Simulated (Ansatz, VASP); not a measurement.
## Re in VASP and in Ansatz

```
CELL_PARAMETERS angstrom
0.00000 2.11014 1.63114
2.11014 0.00000 1.63114
2.11014 2.11014 0.00000
ATOMIC_POSITIONS crystal
Re 0.00000 0.00000 0.00000
```

Alike in both runs: task single point; functional PBE; k mesh 10 × 10 × 10; occupations gaussian, width 0.15 eV; no spin polarisation.

|  | VASP | Ansatz |
| --- | --- | --- |
| version | VASP 6.6.1 | Ansatz 0.2.0 |
| potentials or method | VASP PAW PBE potentials, release 64 (Re_sv_GW), cutoff 560 eV | scalar-relativistic, plane waves, PAW |
| valence electrons in the cell | 15 | 15 |

|  | VASP | Ansatz | Ansatz less VASP |
| --- | --- | --- | --- |
| gap on the k mesh at the Fermi level (eV) | none | none | - |
| pressure (GPa) | 13.8 | 15.3 | +1.51 |
| traceless stress, the component that is largest in VASP (GPa) | 1.45 | 1.46 | +0.013 |

A gap of «none» marks a metal or a gap that the smearing closes. The functional is the same, so the differences come from potentials, cutoffs and numerics.

Spin-orbit coupling is off throughout.
